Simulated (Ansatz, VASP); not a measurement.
## B in VASP and in Ansatz

Contents of INCAR:

```
SYSTEM = B
PREC     = Accurate       ! precision mode
ENCUT    = 520            ! plane-wave cutoff, eV
EDIFF    = 1E-6           ! SCF threshold, eV
ISMEAR   = -1             ! smearing method
SIGMA    = 0.1            ! smearing width, eV
LREAL    = .False.        ! projectors in reciprocal space
LASPH    = .True.         ! aspherical terms in the spheres
NELM     = 60             ! most SCF steps
ALGO     = Normal         ! electronic algorithm
ISIF     = 2              ! what is computed and relaxed
LWAVE    = .False.        ! write WAVECAR
LCHARG   = .True.         ! write CHGCAR
GGA      = CA             ! functional
LELF     = .True.         ! ELF
LVHAR    = .True.       
NBANDS   = 12             ! bands
```

Contents of KPOINTS:

```
regular mesh
0
Gamma
  14 14 13
  0 0 0
```

File POSCAR:

```
B
1.0
    2.8308053026      0.0000000000      0.0000000000
   -1.4154026513      2.4515493052      0.0000000000
    0.0000000000      0.0000000000      2.7879806286
B
3
Direct
    0.0000000000      0.0000000000      0.0000000000
    0.3333333333      0.6666666667      0.5000000000
    0.6666666667      0.3333333333      0.5000000000
```

Input for Ansatz:

```yaml
crystal:
  lattice:
    - [2.8308053026, 0.0, 0.0]
    - [-1.4154026513, 2.4515493052, 0.0]
    - [0.0, 0.0, 2.7879806286]
  atoms:
    - { symbol: B, position: [0.0, 0.0, 0.0] }
    - { symbol: B, position: [0.3333333333, 0.6666666667, 0.5] }
    - { symbol: B, position: [0.6666666667, 0.3333333333, 0.5] }
hamiltonian:
  xc: lda
  pseudopotentials:
    kind: paw
    azcp:
      B: "pseudopotentials/B.paw.azcp"
basis:
  ecutwfc: 420
  fft_grid_basis: typed
kpoints:
  mp_grid: { grid: [14, 14, 13], shift: [0, 0, 0] }
magnetization:
  spin_polarized: false
scf:
  occupations: { method: fermi_dirac, width: 0.1 }
  lower_state_search: "off"
output:
  stress: true
```

Alike in both runs: task single point; functional LDA; k mesh 14 × 14 × 13; occupations fermi-dirac, width 0.1 eV; no spin polarisation.

|  | VASP | Ansatz |
| --- | --- | --- |
| version | VASP 6.6.1 | Ansatz 0.2.0 |
| potentials or method | VASP PAW LDA potentials, release 64 (B), cutoff 520 eV | plane waves (420 eV) with PAW, scalar-relativistic |
| valence electrons in the cell | 9 | 9 |

Ansatz gave:

| Quantity | Value |
| --- | --- |
| pressure (GPa) | 0.0 |
| traceless stress, the component that is largest in VASP (GPa) | -0.19 |

Problem. Which values does VASP return?

Solution. Pressure (GPa): 0.3; traceless stress, the component that is largest in VASP (GPa): -0.32.

Ansatz warns that its potentials were made for another functional, while VASP's fit it. LDA's correlation is that of Perdew and Zunger in VASP and of Perdew and Wang (1992) in Ansatz.
